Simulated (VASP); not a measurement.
Set up this calculation in VASP 6.6.1, as the native input.

* Task: single point
* Functional: PBEsol-based screened hybrid
* Potentials or basis: VASP PAW PBE potentials, release 64 (Sb)
* Cutoff: 520 eV
* k mesh: 5 × 5 × 5
* Occupations: fermi-dirac, width 0.05 eV
* Spin: no spin polarisation
* Dipole correction: no
* Grid for exact exchange (PRECFOCK): Normal
* Share of exact exchange: 0.25
* Further INCAR settings: ALGO = Normal; EDIFF = 1e-06; NBANDS = 8
* Screening parameter: 0.207 1/Å

Sb:

```xyz
1
Lattice="-1.8459 1.8459 1.8459 1.8459 -1.8459 1.8459 1.8459 1.8459 -1.8459" Properties=species:S:1:pos:R:3 pbc="T T T"
Sb    0.0000    0.0000    0.0000
```

The input as run:

POSCAR

```
Sb
1.0
   -1.8459011266      1.8459011266      1.8459011266
    1.8459011266     -1.8459011266      1.8459011266
    1.8459011266      1.8459011266     -1.8459011266
Sb
1
Direct
    0.0000000000      0.0000000000      0.0000000000
```

INCAR.step1

```
PREC = Accurate ; ENCUT = 520
EDIFF = 1E-5 ; ISMEAR = -1
SIGMA = 0.05 ; LREAL = F
LASPH = T ; NELM = 100
ALGO = Normal ; ISIF = 2
LWAVE = T ; LCHARG = F
GGA = PE ; NBANDS = 8
```

INCAR.step2

```
PREC = Accurate ; ENCUT = 520
EDIFF = 1E-6 ; ISMEAR = -1
SIGMA = 0.05 ; LREAL = F
LASPH = T ; NELM = 100
ALGO = Normal ; ISIF = 2
LWAVE = F ; LCHARG = F
GGA = PS ; LHFCALC = T
AEXX = 0.25 ; HFSCREEN = 0.207
PRECFOCK = Normal ; ISTART = 1
NBANDS = 8
```

KPOINTS

```
regular mesh
0
Gamma
  5 5 5
```

Potentials or basis: VASP PAW PBE potentials, release 64 (Sb).

The run is started by

```console
$ cat potpaw_PBE.64/Sb/POTCAR > POTCAR
$ cp INCAR.step1 INCAR
$ mpirun -np 1 vasp_std > vasp.out
$ cp INCAR.step2 INCAR
$ mpirun -np 1 vasp_std > vasp.out
```

Results of the run:

| Quantity | Value |
| --- | --- |
| Pressure | -1.1 GPa |

Caveat: the k points lie up to 0.48 Å⁻¹ apart; the PAW data sets were made with another functional, which shifts forces and pressure a little.

It took 64 s on 1 thread of AMD EPYC 9R45 (Zen 5), on a shared host, peak memory 0.2 GiB.
